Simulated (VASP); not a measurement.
KF, 2 atoms in the cell. It takes space group P4/mmm (No. 123, tetragonal). The conventional cell has a = 3.015 Å, b = 3.015 Å, c = 3.179 Å, α = 90.00°, β = 90.00°, γ = 90.00°. Within 3.5 Å of K (site symmetry 4/mmm) lie 8 F at 2.66 Å and 6 K at 3.01 to 3.18 Å. Within 3.5 Å of F (site symmetry 4/mmm) lie 8 K at 2.66 Å and 6 F at 3.01 to 3.18 Å.  This cell differs from its parent crystal: biaxial xy strain -5.2%.

- Program: VASP 6.6.1
- Task: single point
- Functional: r2SCAN
- Potentials or basis: VASP PAW PBE potentials, release 64 (K_sv, F)
- Cutoff: 520 eV
- k mesh: 8 × 8 × 8
- Occupations: gaussian, width 0.01 eV
- Spin: no spin polarisation
- Dipole correction: no
- Further INCAR settings: ALGO = Normal; EDIFF = 1e-06; NBANDS = 15

Potentials or basis: VASP PAW PBE potentials, release 64 (K_sv, F).

Run with:

```console
$ cat potpaw_PBE.64/K_sv/POTCAR potpaw_PBE.64/F/POTCAR > POTCAR
$ cp INCAR.step1 INCAR
$ mpirun -np 1 vasp_std > vasp.out
$ cp INCAR.step2 INCAR
$ mpirun -np 1 vasp_std > vasp.out
```

Hardware: 1 thread of Intel(R) Xeon(R) 6975P-C (Granite Rapids), on a shared host.

**Question.** Estimate the wall time of this run.

**Answer.** Run time: 28 s on 1 thread of Intel(R) Xeon(R) 6975P-C (Granite Rapids), on a shared host, peak memory 0.16 GiB. Counts: k points 75.
